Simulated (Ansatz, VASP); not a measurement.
## SnO in VASP and in Ansatz

```
Sn O
1.0
     3.76215    0.00000    0.00000
     0.00000    3.76215    0.00000
     0.00000    0.00000    4.82087
Sn O
2 2
Direct
  0.50000 0.00000 0.76463
  0.00000 0.50000 0.23537
  0.00000 0.00000 0.00000
  0.50000 0.50000 0.00000
```

Alike in both runs: task single point; functional BLYP; k mesh 7 × 7 × 6; occupations fermi-dirac, width 0.05 eV; no spin polarisation.

|  | VASP | Ansatz |
| --- | --- | --- |
| version | VASP 6.6.1 | Ansatz 0.2.0 |
| potentials or method | VASP PAW PBE potentials, release 64 (Sn_d, O) | Ansatz PAW |
| plane-wave cutoff (eV) | 520 | 420 |
| valence electrons in the cell | 40 | 40 |

VASP gave:

* gap on the k mesh at the Fermi level (eV): 0.43
* least direct gap on the mesh (eV): 2.22
* pressure (GPa): 13.3
* traceless stress, the component that is largest in VASP (GPa): -1.87
* rms of the force components (eV/Å): 0.520

**Question.** Which values does Ansatz return?

**Answer.** gap on the k mesh at the Fermi level (eV): 0.44; least direct gap on the mesh (eV): 2.27; pressure (GPa): 13.0; traceless stress, the component that is largest in VASP (GPa): -1.91; rms of the force components (eV/Å): 0.470.

VASP's potentials were made for PBE, not for BLYP. Atom by atom the forces differ by 0.050 eV/Å (rms over components). The functional is the same, so the differences come from potentials, cutoffs and numerics.

Noted on Ansatz's run: odd divisions of the mesh miss points on the zone boundary, where band edges often lie, so the gap on the mesh can be too wide.
